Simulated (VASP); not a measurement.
Set up this calculation in VASP 6.6.1, as the native input.

```
Task                   : single point
Functional             : PBE
Potentials or basis    : VASP PAW PBE potentials, release 64 (Cd, Se)
Cutoff                 : 520 eV
k mesh                 : 12 × 12 × 12
Occupations            : fermi-dirac, width 0.03 eV
Spin                   : no spin polarisation
Dipole correction      : no
Further INCAR settings : ALGO = Normal; EDIFF = 1e-07; NBANDS = 16
```

The structure of CdSe (rocksalt type) lies in POSCAR:

```
CdSe
1.0
    0.0000000000      2.8974775418      2.8974775418
    2.8974775418      0.0000000000      2.8974775418
    2.8974775418      2.8974775418      0.0000000000
Cd Se
1 1
Direct
    0.0000000000      0.0000000000      0.0000000000
    0.5000000000      0.5000000000      0.5000000000
```

This cell differs from its parent crystal: volume scaled by 1.03.

These files were run (other wordings do the same):

INCAR

```
  ALGO = Normal
  EDIFF = 1E-7
  ENCUT = 520
  GGA = PE
  ISIF = 2
  ISMEAR = -1
  LASPH = T
  LCHARG = F
  LREAL = F
  LWAVE = F
  NBANDS = 16
  NELM = 60
  PREC = Accurate
  SIGMA = 0.03
```

KPOINTS

```
k-points
0
Gamma
  12 12 12
```

Potentials or basis: VASP PAW PBE potentials, release 64 (Cd, Se).

Launch:

```sh
$ cat potpaw_PBE.64/Cd/POTCAR potpaw_PBE.64/Se/POTCAR > POTCAR
$ mpirun -np 1 vasp_std > vasp.out
```

Results of the run:

```json
{"Pressure": "-1.4 GPa", "Band gap on the k mesh": "zero (band 9 reaches 2.03 eV, above the bottom of band 10 at 1.61 eV)"}
```

It took 62 s on 1 thread of Intel(R) Xeon(R) Platinum 8259CL CPU @ 2.50GHz (Skylake/Cascade Lake) (shared host), peak memory 0.2 GiB.
